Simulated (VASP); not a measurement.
# K (P6_3/mmc) in VASP: further runs, part 2 of 2

VASP 6.6.1. Earlier steps stand in the parts before.

## (3) Single point, PBEsol (57.06 Å³/atom)

The input, INCAR:

```
  PREC = Accurate
  ENCUT = 520
  EDIFF = 1E-6
  ISMEAR = -1
  SIGMA = 0.05
  LREAL = F
  LASPH = T
  NELM = 60
  ALGO = Normal
  ISIF = 2
  LWAVE = F
  LCHARG = T
  GGA = PS
  LELF = T
  LVHAR = T
  NBANDS = 16
```

The input, KPOINTS:

```
regular mesh
0
Gamma
  10 10 5
```

The input, POSCAR:

```
K
1.0
    4.3327933844      0.0000000000      0.0000000000
   -2.1663966922      3.7523091402      0.0000000000
    0.0000000000      0.0000000000      7.0191252827
K
2
Direct
    0.3333333333      0.6666666667      0.2500000000
    0.6666666667      0.3333333333      0.7500000000
```

Potentials or basis: VASP PAW PBE potentials, release 64 (K_sv).

Started as:

```sh
> cat potpaw_PBE.64/K_sv/POTCAR > POTCAR
> mpirun -np 1 vasp_std > vasp.out
```

OUTCAR:

```text
PREC = Accurate
   ENCUT = 520
   EDIFF = 1E-6
   ISMEAR = -1
   LREAL = F
   LASPH = T
   NELM = 60
   ISIF = 2
   GGA = PS

 ion  position               nearest neighbor table
   1  0.333  0.667  0.250-
   2  0.667  0.333  0.750-

  LATTYP: Found a hexagonal cell.
 ALAT       =     4.3327933844
 C/A-ratio  =     1.6200000000

  Lattice vectors:

 A1 = (   4.3327933844,   0.0000000000,   0.0000000000)
 A2 = (  -2.1663966922,   3.7523091402,   0.0000000000)
 A3 = (   0.0000000000,   0.0000000000,   7.0191252827)

Analysis of symmetry for initial positions (statically):
=====================================================================
 Subroutine PRICEL returns:
 Original cell was already a primitive cell.

 Routine SETGRP: Setting up the symmetry group for a
 hexagonal supercell.

 Subroutine GETGRP returns: Found 24 space group operations
 (whereof 12 operations were pure point group operations)
 out of a pool of 24 trial point group operations.

The static configuration has the point symmetry D_3d.
 The point group associated with its full space group is D_6h.

Analysis of symmetry for dynamics (positions and initial velocities):
=====================================================================
 Subroutine PRICEL returns:
 Original cell was already a primitive cell.

 Routine SETGRP: Setting up the symmetry group for a
 hexagonal supercell.

 Subroutine GETGRP returns: Found 24 space group operations
 (whereof 12 operations were pure point group operations)
 out of a pool of 24 trial point group operations.

The dynamic configuration has the point symmetry D_3d.
 The point group associated with its full space group is D_6h.

 Subroutine INISYM returns: Found 24 space group operations
 (whereof 12 operations are pure point group operations),
[... 109 lines left out ...]
   EMIN   =  10.00;   EMAX   =-10.00  energy-range for DOS
   EFERMI =   0.00;   METHOD = LEGACY
   ISMEAR =    -1;   SIGMA  =   0.05  broadening in eV -4-tet -1-fermi 0-gaus
   EFERMI_NEDOS =   21; number of points for ismear=-14 and -15
   IALGO  =     38    algorithm
   IMIX   =      4    mixing-type and parameters
     AMIX     =   0.40;   BMIX     =  1.00
     AMIX_MAG =   1.60;   BMIX_MAG =  1.00
  volume/ion in A,a.u.               =      57.06       385.05
  Fermi-wavevector in a.u.,A,eV,Ry     =   0.884537  1.671532 10.645266  0.782405
  Thomas-Fermi vector in A             =   2.005450
   LORBIT       =      0    0 simple, 1 ext, 2 COOP (PROOUT), +10 PAW based schemes
   GGA     = PS    functional components
   LHFCALC =     F    Hartree Fock is set to
   AEXX    =    0.0000 exact exchange contribution
   IVDW    =     0    specifies the selected vdW correction
   LEPSILON=     F    determine dielectric tensor
   LRPA    =     F    only Hartree local field effects (RPA)
 non-spin polarized calculation
  energy-cutoff  :      520.00
  volume of cell :      114.12
 maximum number of plane-waves:      3091
   NGX = 17   NGY = 17   NGZ = 27

 number of electron      18.0000001 magnetization

 Free energy of the ion-electron system (eV)
  ---------------------------------------------------
  ext. energy  EPLUGINS =         0.00000000
  ---------------------------------------------------
  free energy    TOTEN  =        -2.18095045 eV

  energy without entropy =       -2.16814949  energy(sigma->0) =       -2.17454997

 E-fermi :   0.4514     XC(G=0):  -6.3717

 val. band max:        0.4115884975   @ k =   0.2000   0.0000   0.2000
 cond. band min:       0.4904629325   @ k =   0.3000   0.1000   0.4000
 fundamental gap:      0.0788744350
 Fermi energy:         0.4513703857

 k-point     1 :       0.0000    0.0000    0.0000
  band No.  band energies     occupation
      1     -31.4122      2.00000
      2     -31.3991      2.00000
      3     -15.0581      2.00000
      4     -14.9150      2.00000
      5     -14.9150      2.00000
      6     -14.8927      2.00000
[... 433 lines left out ...]
      3     -15.0399      2.00000
      4     -15.0168      2.00000
      5     -14.9708      2.00000
      6     -14.9506      2.00000
[... 8 lines left out ...]
     15       4.4214      0.00000
     16       5.6940      0.00000

 [... further k-points ...]

------------------------ aborting loop because EDIFF is reached ----------------------------------------

  FORCE on cell =-STRESS in cart. coord.  units (eV):
  Direction    XX          YY          ZZ          XY          YZ          ZX
  --------------------------------------------------------------------------------------
  -------------------------------------------------------------------------------------
  Total        0.8566658      0.8566658      0.9030175      0.0000000      0.0000000      0.0000000
  in kB       12.0274189     12.0274189     12.6781873      0.0000000      0.0000000      0.0000000
  external PRESSURE =      12.2443417 kB  Pullay stress =       0.0000000 kB

 VOLUME and BASIS-vectors are now :
 -----------------------------------------------------------------------------
  energy-cutoff  :      520.00
  volume of cell :      114.12
      direct lattice vectors                 reciprocal lattice vectors
     4.332793384  0.000000000  0.000000000     0.230797989  0.133251281  0.000000000
    -2.166396692  3.752309140  0.000000000     0.000000000  0.266502562  0.000000000
     0.000000000  0.000000000  7.019125283     0.000000000  0.000000000  0.142467894

 POSITION                                       TOTAL-FORCE (eV/Angst)
 -----------------------------------------------------------------------------------
     -0.00000      2.50154      1.75478        -0.000000      0.000000     -0.000000
      2.16640      1.25077      5.26434         0.000000     -0.000000      0.000000
 -----------------------------------------------------------------------------------
    total drift:                               -0.000000      0.000000     -0.000000

  FREE ENERGIE OF THE ION-ELECTRON SYSTEM (eV)
  ---------------------------------------------------
  free  energy   TOTEN  =        -2.1809504460 eV

  energy  without entropy=       -2.1681494864  energy(sigma->0) =       -2.17454997
```

OSZICAR:

```text
N       E                     dE             d eps       ncg     rms          rms(c)
DAV:   1     0.115557235484E+03    0.11556E+03   -0.79351E+03  1344   0.923E+02
DAV:   2     0.596480264240E+01   -0.10959E+03   -0.10699E+03  1648   0.280E+02
DAV:   3    -0.199671110877E+01   -0.79615E+01   -0.79445E+01  2584   0.519E+01
DAV:   4    -0.218370457149E+01   -0.18699E+00   -0.18689E+00  1840   0.759E+00
DAV:   5    -0.219005756744E+01   -0.63530E-02   -0.63528E-02  2224   0.848E-01    0.385E+00
DAV:   6    -0.218263317923E+01    0.74244E-02   -0.90037E-03  1840   0.715E-01    0.251E+00
DAV:   7    -0.218116647471E+01    0.14667E-02   -0.18118E-02  1872   0.865E-01    0.189E-01
DAV:   8    -0.218093554316E+01    0.23093E-03   -0.31120E-03  1864   0.488E-01    0.560E-02
DAV:   9    -0.218094613947E+01   -0.10596E-04   -0.10312E-04  2296   0.531E-02    0.284E-02
DAV:  10    -0.218095083815E+01   -0.46987E-05   -0.50369E-06  1992   0.184E-02    0.384E-03
DAV:  11    -0.218095044599E+01    0.39216E-06   -0.13503E-07  1384   0.286E-03
   1 F= -.21809504E+01 E0= -.21745500E+01  d E =-.128010E-01
```

It took 48 s on 1 thread of Intel Xeon Platinum 8488C (Sapphire Rapids), shared host; peak memory 0.24 GiB.

What came out:

```yaml
Free_energy: -2.1810 eV
Pressure: 1.2 GPa
Band_gap_on_the_k_mesh: zero (bands 9 and 10 overlap by 2.07 eV)
```

Levels at points of the mesh, in eV from the Fermi level:
```tsv
k point	band 5	band 6	band 7	band 8	band 9	band 10	band 11	band 12	band 13	band 14
(0.00, 0.00, 0.00)	-15.37	-15.34	-15.34	-15.34	-2.54	0.32	0.73	4.28	4.28	4.41
(0.50, 0.00, 0.00)	-15.44	-15.40	-15.38	-15.36	0.13	0.29	1.56	1.93	2.60	3.18
```

Caveat: the PAW data sets were made with another functional, which shifts forces and pressure a little.

## (4) Single point, PBEsol

This run uses another cell than the first one, of 64.19 Å³/atom.

The input, INCAR:

```
SYSTEM = K
PREC     = Accurate       ! precision mode
ENCUT    = 520            ! plane-wave cutoff, eV
EDIFF    = 1E-6           ! SCF threshold, eV
ISMEAR   = -1             ! smearing method
SIGMA    = 0.05           ! smearing width, eV
LREAL    = .FALSE.        ! projectors in reciprocal space
LASPH    = .TRUE.         ! aspherical terms in the spheres
NELM     = 80             ! most SCF steps
ALGO     = Normal         ! electronic algorithm
ISIF     = 2              ! what is computed and relaxed
LWAVE    = .FALSE.        ! write WAVECAR
LCHARG   = .FALSE.        ! write CHGCAR
GGA      = PS             ! functional
NBANDS   = 16             ! bands
```

The input, KPOINTS:

```
regular mesh
0
G
  10 10 5
  0 0 0
```

The input, POSCAR:

```
K
1.0
    4.5062867137      0.0000000000      0.0000000000
   -2.2531433569      3.9025587708      0.0000000000
    0.0000000000      0.0000000000      7.3001844763
K
2
Direct
    0.3333333333      0.6666666667      0.2500000000
    0.6666666667      0.3333333333      0.7500000000
```

Started as:

```sh
> cat potpaw_PBE.64/K_sv/POTCAR > POTCAR
> mpirun -np 1 vasp_std > vasp.out
```

Wall time 82 s (1 thread of Intel Xeon Platinum 8488C (Sapphire Rapids), shared host); peak memory 0.27 GiB.

It converged, with:

```
Free energy            : -2.2541 eV
Pressure               : 0.4 GPa
Band gap on the k mesh : zero (bands 9 and 10 overlap by 1.98 eV)
```

Levels at points of the mesh, in eV from the Fermi level:
```tsv
k point	band 6	band 7	band 8	band 9	band 10	band 11	band 12	band 13
(0.00, 0.00, 0.00)	-15.40	-15.40	-15.40	-2.35	0.34	0.65	4.19	4.19
(0.50, 0.00, 0.00)	-15.44	-15.43	-15.42	0.12	0.27	1.62	1.96	2.47
```

Caveat: the PAW data sets were made with another functional, which shifts forces and pressure a little.

The gap in the log of VASP goes by the Fermi energy; the results here count the filled bands.